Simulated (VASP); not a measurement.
# SiSeF2 (P6/mmm) in VASP: a series of runs

The runs below take SiSeF2 through single point, relaxation of cell and atoms, with PBE.

Program: VASP 6.6.1. These are calculated values, not measurements. Logs are shortened: lines on timing, memory, paths and dates and some standing lists are left out, and cuts for length are marked.

## Step 1: The cell of the first run

Symmetry: P6/mmm, No. 191, hexagonal system. Conventional cell: a = 2.786 Å, b = 2.786 Å, c = 10.247 Å, α = 90.00°, β = 90.00°, γ = 120.00°. Si (site symmetry 6/mmm) has 2 F at 1.63 Å within 2.2 Å. Within 3.7 Å of Se (site symmetry 6/mmm) lie 6 Se at 2.79 Å and 2 F at 3.50 Å. Within 2.2 Å of F (site symmetry 6mm) lie 1 Si at 1.63 Å.

The cell was generated, and may not be a known phase.

## Step 2: Single point, PBE

Contents of INCAR:

```
SYSTEM = SiSeF2
PREC = Accurate ; ENCUT = 520
EDIFF = 1E-6 ; ISMEAR = 0
SIGMA = 0.1 ; LREAL = .FALSE.
LASPH = .TRUE. ; NELM = 80
ALGO = Normal ; ISIF = 2
LWAVE = .FALSE. ; LCHARG = .FALSE.
GGA = PE ; NBANDS = 20
```

Contents of KPOINTS:

```
Automatic mesh
0
G
  6 6 4
  0 0 0
```

Contents of POSCAR:

```
SiSeF2
1.0
    2.7855806885      0.0000000000      0.0000000000
   -1.3927903443      2.4123836406      0.0000000000
    0.0000000000      0.0000000000     10.2468385630
Si Se F
1 1 2
Direct
    0.0000000000      0.0000000000      0.0000000000
    0.0000000000      0.0000000000      0.5000000000
    0.0000000000      0.0000000000      0.8411752614
    0.0000000000      0.0000000000      0.1588247386
```

Potentials or basis: VASP PAW PBE potentials, release 64 (Si, Se, F).

On the command line:

```sh
$ cat potpaw_PBE.64/Si/POTCAR potpaw_PBE.64/Se/POTCAR potpaw_PBE.64/F/POTCAR > POTCAR
$ mpirun -np 1 vasp_std > vasp.out
```

OUTCAR:

```text
SYSTEM = SiSeF2
   PREC = Accurate
   ENCUT = 520
   EDIFF = 1E-6
   ISMEAR = 0
   LREAL = .FALSE.
   LASPH = .TRUE.
   NELM = 80
   ISIF = 2
   GGA = PE

 ion  position               nearest neighbor table
   1  0.000  0.000  0.000-   3 1.63   4 1.63
   2  0.000  0.000  0.500-
   3  0.000  0.000  0.841-   1 1.63
   4  0.000  0.000  0.159-   1 1.63

  LATTYP: Found a hexagonal cell.
 ALAT       =     2.7855806885
 C/A-ratio  =     3.6785287195

  Lattice vectors:

 A1 = (   2.7855806885,   0.0000000000,   0.0000000000)
 A2 = (  -1.3927903443,   2.4123836406,   0.0000000000)
 A3 = (   0.0000000000,   0.0000000000,  10.2468385630)

Analysis of symmetry for initial positions (statically):
=====================================================================
 Subroutine PRICEL returns:
 Original cell was already a primitive cell.

 Routine SETGRP: Setting up the symmetry group for a
 hexagonal supercell.

 Subroutine GETGRP returns: Found 24 space group operations
 (whereof 24 operations were pure point group operations)
 out of a pool of 24 trial point group operations.

The static configuration has the point symmetry D_6h.

Analysis of symmetry for dynamics (positions and initial velocities):
=====================================================================
 Subroutine PRICEL returns:
 Original cell was already a primitive cell.

 Routine SETGRP: Setting up the symmetry group for a
 hexagonal supercell.

 Subroutine GETGRP returns: Found 24 space group operations
 (whereof 24 operations were pure point group operations)
 out of a pool of 24 trial point group operations.

The dynamic configuration has the point symmetry D_6h.

 Subroutine INISYM returns: Found 24 space group operations
 (whereof 24 operations are pure point group operations),
 and found     1 'primitive' translations

----------------------------------------------------------------------------------------

                                     Primitive cell

  volume of cell :      68.8576

  direct lattice vectors                    reciprocal lattice vectors
     2.785580689  0.000000000  0.000000000     0.358991575  0.207263883  0.000000000
    -1.392790344  2.412383641  0.000000000     0.000000000  0.414527765  0.000000000
     0.000000000  0.000000000 10.246838563     0.000000000  0.000000000  0.097591076

  length of vectors
     2.785580689  2.785580689 10.246838563     0.414527765  0.414527765  0.097591076

  position of ions in fractional coordinates (direct lattice)
     0.000000000  0.000000000  0.000000000
     0.000000000  0.000000000  0.500000000
     0.000000000  0.000000000  0.841175261
     0.000000000  0.000000000  0.158824739

  ion indices of the primitive-cell ions
   primitive index   ion index
                 1           1
                 2           2
                 3           3
                 4           4

----------------------------------------------------------------------------------------

 KPOINTS: Automatic mesh

Automatic generation of k-mesh.
 Grid dimensions read from file:
 generate k-points for:    6    6    4

 Generating k-lattice:

  Cartesian coordinates                     Fractional coordinates (reciprocal lattice)
     0.059831929  0.034543980  0.000000000     0.166666667 -0.000000000  0.000000000
     0.000000000  0.069087961  0.000000000     0.000000000  0.166666667  0.000000000
     0.000000000  0.000000000  0.024397769     0.000000000  0.000000000  0.250000000

  Length of vectors
     0.069087961  0.069087961  0.024397769

  Shift w.r.t. Gamma in fractional coordinates (k-lattice)
     0.000000000  0.000000000  0.000000000

 Subroutine IBZKPT returns following result:
 ===========================================

 Found     21 irreducible k-points:

 Following reciprocal coordinates:
            Coordinates               Weight
  0.000000  0.000000  0.000000      1.000000
  0.166667  0.000000  0.000000      6.000000
  0.333333  0.000000  0.000000      6.000000
  0.500000  0.000000  0.000000      3.000000
  0.166667  0.166667  0.000000      6.000000
  0.333333  0.166667  0.000000     12.000000
[... 13 lines left out ...]
  0.333333  0.166667  0.500000     12.000000
  0.333333  0.333333  0.500000      2.000000
   k-points           NKPTS =     21   k-points in BZ     NKDIM =     21   number of bands    NBANDS=     20
   number of dos      NEDOS =    301   number of ions     NIONS =      4
   total plane-waves  NPLWV =  46080
   dimension x,y,z NGX =    24 NGY =   24 NGZ =   80
   dimension x,y,z NGXF=    48 NGYF=   48 NGZF=  160
   ions per type =               1   1   2
   NGX,Y,Z   is equivalent  to a cutoff of  14.32, 14.32, 12.98 a.u.
   NGXF,Y,Z  is equivalent  to a cutoff of  28.65, 28.65, 25.96 a.u.
 SYSTEM =  SiSeF2
   PREC   = accura    normal or accurate (medium, high low for compatibility)
   ISTART =      0    job   : 0-new  1-cont  2-samecut
   ICHARG =      2    charge: 1-file 2-atom 10-const
   ISPIN  =      1    spin polarized calculation?
   LNONCOLLINEAR =      F non collinear calculations
   LSORBIT =      F    spin-orbit coupling
   LASPH  =      T    aspherical Exc in radial PAW
   ENCUT  =  520.0 eV  38.22 Ry    6.18 a.u.   5.18  5.18 19.05*2*pi/ulx,y,z
   NELM   =     80;   NELMIN=  2; NELMDL= -5     # of ELM steps
   EDIFF  = 0.1E-05   stopping-criterion for ELM
   LREAL  =      F    real-space projection
   EDIFFG = 0.1E-04   stopping-criterion for IOM
   NSW    =      0    number of steps for IOM
   IBRION =     -1    ionic relax: 0-MD 1-quasi-New 2-CG
   NFREE  =      0    steps in history (QN), initial steepest desc. (CG)
   ISIF   =      2    stress and relaxation
   ISYM   =      2    0-nonsym 1-usesym 2-fastsym
   POTIM  = 0.5000    time-step for ionic-motion
   TEBEG  =    0.0;   TEEND  =   0.0 temperature during run
   PSTRESS=    0.0 pullay stress
   NELECT =      24.0000    total number of electrons
   NUPDOWN=      -1.0000    fix difference up-down
   EMIN   =  10.00;   EMAX   =-10.00  energy-range for DOS
   EFERMI =   0.00;   METHOD = LEGACY
   ISMEAR =     0;   SIGMA  =   0.10  broadening in eV -4-tet -1-fermi 0-gaus
   EFERMI_NEDOS =   21; number of points for ismear=-14 and -15
   IALGO  =     38    algorithm
   IMIX   =      4    mixing-type and parameters
     AMIX     =   0.40;   BMIX     =  1.00
     AMIX_MAG =   1.60;   BMIX_MAG =  1.00
  volume/ion in A,a.u.               =      17.21       116.17
  Fermi-wavevector in a.u.,A,eV,Ry     =   1.152112  2.177175 18.059847  1.327361
  Thomas-Fermi vector in A             =   2.288765
   LORBIT       =      0    0 simple, 1 ext, 2 COOP (PROOUT), +10 PAW based schemes
   GGA     = PE    functional components
   LHFCALC =     F    Hartree Fock is set to
   AEXX    =    0.0000 exact exchange contribution
   IVDW    =     0    specifies the selected vdW correction
   LEPSILON=     F    determine dielectric tensor
   LRPA    =     F    only Hartree local field effects (RPA)
 non-spin polarized calculation
 Gauss-broadening in eV      SIGMA  =   0.10
  energy-cutoff  :      520.00
  volume of cell :       68.86
 maximum number of plane-waves:      1868
 NGX is ok and might be reduce to    24
   NGX = 11   NGY = 11   NGZ = 39

 number of electron      23.9999998 magnetization

 Free energy of the ion-electron system (eV)
  ---------------------------------------------------
  ext. energy  EPLUGINS =         0.00000000
  ---------------------------------------------------
  free energy    TOTEN  =       -17.68232456 eV

  energy without entropy =      -17.65561531  energy(sigma->0) =      -17.66896994

 E-fermi :   1.8850     XC(G=0):  -8.9508

 val. band max:        1.8722215619   @ k =   0.3333   0.1667   0.0000
 cond. band min:       1.9786422998   @ k =   0.5000   0.0000   0.0000
 fundamental gap:      0.1064207379
 Fermi energy:         1.8850198997

 k-point     1 :       0.0000    0.0000    0.0000
  band No.  band energies     occupation
      1     -22.5872      2.00000
      2     -22.3313      2.00000
      3     -13.2312      2.00000
      4      -8.3702      2.00000
      5      -4.8994      2.00000
      6      -1.7834      2.00000
[... 12 lines left out ...]
     19      14.1936      0.00000
     20      14.5185      0.00000

 k-point     2 :       0.1667    0.0000    0.0000
  band No.  band energies     occupation
      1     -22.4657      2.00000
      2     -22.2270      2.00000
      3     -12.6007      2.00000
      4      -7.9345      2.00000
      5      -4.7508      2.00000
      6      -2.9040      2.00000
[... 12 lines left out ...]
     19      13.7993      0.00000
     20      13.9262      0.00000

 k-point     3 :       0.3333    0.0000    0.0000
  band No.  band energies     occupation
      1     -22.2138      2.00000
      2     -22.0116      2.00000
      3     -10.8364      2.00000
      4      -6.7932      2.00000
      5      -4.4438      2.00000
      6      -4.1823      2.00000
[... 12 lines left out ...]
     19      11.6208      0.00000
     20      12.8915      0.00000

 k-point     4 :       0.5000    0.0000    0.0000
  band No.  band energies     occupation
      1     -22.0822      2.00000
      2     -21.8999      2.00000
      3      -9.2268      2.00000
      4      -5.6542      2.00000
      5      -5.1945      2.00000
      6      -4.2810      2.00000
[... 12 lines left out ...]
     19      12.4058      0.00000
     20      13.2852      0.00000

 k-point     5 :       0.1667    0.1667    0.0000
  band No.  band energies     occupation
      1     -22.2783      2.00000
      2     -22.0668      2.00000
      3     -11.3919      2.00000
      4      -7.1401      2.00000
      5      -4.5227      2.00000
      6      -3.7197      2.00000
[... 12 lines left out ...]
     19      15.1668      0.00000
     20      15.3972      0.00000

 k-point     6 :       0.3333    0.1667    0.0000
  band No.  band energies     occupation
      1     -22.0840      2.00000
      2     -21.9009      2.00000
      3      -9.4245      2.00000
      4      -5.9132      2.00000
      5      -4.5782      2.00000
      6      -4.2853      2.00000
[... 12 lines left out ...]
     19      14.0799      0.00000
     20      14.7064      0.00000

 k-point     7 :       0.3333    0.3333    0.0000
  band No.  band energies     occupation
      1     -22.0187      2.00000
      2     -21.8447      2.00000
      3      -8.4606      2.00000
      4      -5.3225      2.00000
      5      -4.2060      2.00000
      6      -4.0628      2.00000
[... 12 lines left out ...]
     19      13.4473      0.00000
     20      15.7518      0.00000
[... 208 lines left out ...]
 k-point    17 :       0.3333    0.0000    0.5000
  band No.  band energies     occupation
      1     -22.2138      2.00000
      2     -22.0117      2.00000
      3     -10.8362      2.00000
      4      -6.7964      2.00000
      5      -4.4306      2.00000
      6      -4.1894      2.00000
[... 12 lines left out ...]
     19      11.6289      0.00000
     20      12.8433      0.00000

 k-point    18 :       0.5000    0.0000    0.5000
  band No.  band energies     occupation
      1     -22.0824      2.00000
      2     -21.9000      2.00000
      3      -9.2265      2.00000
      4      -5.6601      2.00000
      5      -5.1931      2.00000
      6      -4.2717      2.00000
[... 12 lines left out ...]
     19      12.4235      0.00000
     20      12.7958      0.00000

 k-point    19 :       0.1667    0.1667    0.5000
  band No.  band energies     occupation
      1     -22.2784      2.00000
      2     -22.0667      2.00000
      3     -11.3917      2.00000
      4      -7.1434      2.00000
      5      -4.5067      2.00000
      6      -3.7311      2.00000
[... 12 lines left out ...]
     19      15.0053      0.00000
     20      15.1705      0.00000

 k-point    20 :       0.3333    0.1667    0.5000
  band No.  band energies     occupation
      1     -22.0840      2.00000
      2     -21.9008      2.00000
      3      -9.4242      2.00000
      4      -5.9168      2.00000
      5      -4.5808      2.00000
      6      -4.2762      2.00000
[... 12 lines left out ...]
     19      14.2336      0.00000
     20      14.7651      0.00000

 k-point    21 :       0.3333    0.3333    0.5000
  band No.  band energies     occupation
      1     -22.0188      2.00000
      2     -21.8447      2.00000
      3      -8.4602      2.00000
      4      -5.3286      2.00000
      5      -4.1980      2.00000
      6      -4.0622      2.00000
[... 12 lines left out ...]
     19      13.4441      0.00000
     20      15.1931      0.00000

------------------------ aborting loop because EDIFF is reached ----------------------------------------

  FORCE on cell =-STRESS in cart. coord.  units (eV):
  Direction    XX          YY          ZZ          XY          YZ          ZX
  --------------------------------------------------------------------------------------
  -------------------------------------------------------------------------------------
  Total       -0.0954861     -0.0954861      0.7253189      0.0000000      0.0000000      0.0000000
  in kB       -2.2217676     -2.2217676     16.8767009      0.0000000      0.0000000      0.0000000
  external PRESSURE =       4.1443885 kB  Pullay stress =       0.0000000 kB

 VOLUME and BASIS-vectors are now :
 -----------------------------------------------------------------------------
  energy-cutoff  :      520.00
  volume of cell :       68.86
      direct lattice vectors                 reciprocal lattice vectors
     2.785580689  0.000000000  0.000000000     0.358991575  0.207263883  0.000000000
    -1.392790344  2.412383641  0.000000000     0.000000000  0.414527765  0.000000000
     0.000000000  0.000000000 10.246838563     0.000000000  0.000000000  0.097591076

 POSITION                                       TOTAL-FORCE (eV/Angst)
 -----------------------------------------------------------------------------------
      0.00000      0.00000      0.00000        -0.000000     -0.000000      0.000000
      0.00000      0.00000      5.12342        -0.000000     -0.000000      0.000000
      0.00000      0.00000      8.61939        -0.000000      0.000000     -0.236171
      0.00000      0.00000      1.62745         0.000000     -0.000000      0.236171
 -----------------------------------------------------------------------------------
    total drift:                               -0.000000      0.000000      0.000000

  FREE ENERGIE OF THE ION-ELECTRON SYSTEM (eV)
  ---------------------------------------------------
  free  energy   TOTEN  =       -17.6823245598 eV

  energy  without entropy=      -17.6556153122  energy(sigma->0) =      -17.66896994
```

Wall time 57 s (1 thread of Oxide Virtual Turin-like, shared host); peak memory 0.17 GiB.

Results:

```yaml
Free_energy: -17.6823 eV
Pressure: 0.4 GPa
Largest_force: 0.236 eV/Å
Band_gap_on_the_k_mesh: zero (bands 12 and 13 overlap by 5.48 eV)
```

Forces in eV/Å, atoms in the order of the input:
```
Si   0.000  0.000  0.000
Se   0.000  0.000  0.000
F    0.000  0.000 -0.236
F    0.000  0.000  0.236
```

Stress tensor (GPa, compression positive):
```
-0.22  0.00  0.00
 0.00 -0.22  0.00
 0.00  0.00  1.69
```

Caveat: the k points lie up to 0.43 Å⁻¹ apart, too coarse for converged energies and pressures of a metal; this functional lacks dispersion, which binds layers or chains, so the pressure and a relaxed spacing across them are unreliable.

## Step 3: Single point, PBE

This run uses another cell than the first one, of 19.50 Å³/atom.

Contents of INCAR:

```
  ALGO = Fast
  EDIFF = 1E-7
  ENCUT = 520
  GGA = PE
  ISIF = 2
  ISMEAR = 0
  LASPH = True
  LCHARG = False
  LREAL = False
  LWAVE = False
  NBANDS = 20
  NELM = 80
  PREC = Accurate
  SIGMA = 0.1
```

Contents of KPOINTS:

```
k-points
0
Gamma
  6 6 4
```

Contents of POSCAR:

```
SiSeF2
1.0
    3.7646577200      0.0000000000      0.0000000000
   -1.8823288600      3.2602892200      0.0000000000
    0.0000000000      0.0000000000      6.3549964900
Si Se F
1 1 2
Direct
    0.0000000000      0.0000000000      0.0000000000
    0.0000000000      0.0000000000      0.5000000000
    0.0000000000      0.0000000000      0.7968266100
    0.0000000000      0.0000000000      0.2031733900
```

Potentials or basis: VASP PAW PBE potentials, release 64 (Si, Se, F).

On the command line:

```sh
$ cat potpaw_PBE.64/Si/POTCAR potpaw_PBE.64/Se/POTCAR potpaw_PBE.64/F/POTCAR > POTCAR
$ mpirun -np 1 vasp_std > vasp.out
```

Run time: 67 s. Hardware: 1 thread of Oxide Virtual Turin-like, shared host; peak memory 0.16 GiB.

It converged, with:

```yaml
Free_energy: -5.4360 eV
Pressure: 58.6 GPa
Largest_force: 21.703 eV/Å
Band_gap_on_the_k_mesh: zero (bands 12 and 13 overlap by 0.79 eV)
```

Forces on the atoms (eV/Å):
```
Si    0.000   0.000   0.000
Se    0.000   0.000   0.000
F     0.000   0.000 -21.703
F     0.000   0.000  21.703
```

Stress tensor (GPa, compression positive):
```
 -0.93   0.00   0.00
  0.00  -0.93   0.00
  0.00   0.00 177.51
```

Levels at points of the mesh, in eV from the Fermi level:
| k point | band 8 | band 9 | band 10 | band 11 | band 12 | band 13 | band 14 | band 15 | band 16 | band 17 |
| --- | --- | --- | --- | --- | --- | --- | --- | --- | --- | --- |
| (0.00, 0.00, 0.00) | -11.39 | -9.83 | -4.24 | 0.12 | 0.12 | 1.11 | 4.42 | 4.42 | 4.93 | 5.51 |
| (0.50, 0.00, 0.00) | -11.44 | -9.25 | -2.80 | -1.47 | -0.66 | -0.55 | 2.52 | 3.16 | 4.71 | 5.96 |
| (0.00, 0.00, 0.50) | -11.45 | -9.15 | -4.74 | 0.24 | 0.24 | 2.09 | 3.35 | 4.17 | 4.17 | 7.00 |
| (0.50, 0.00, 0.50) | -11.50 | -8.68 | -2.71 | -1.97 | -0.69 | -0.43 | 2.97 | 2.98 | 5.19 | 5.58 |

Caveat: the stress differs along the axes, from -1 to 178 GPa; this functional lacks dispersion, which binds layers or chains, so the pressure and a relaxed spacing across them are unreliable; forces of over 1 eV/Å act on the atoms, so gaps and moduli don't describe the material at rest.

[end of part 1 of 2]

The gap in the log of VASP goes by the Fermi energy; the results here count the filled bands.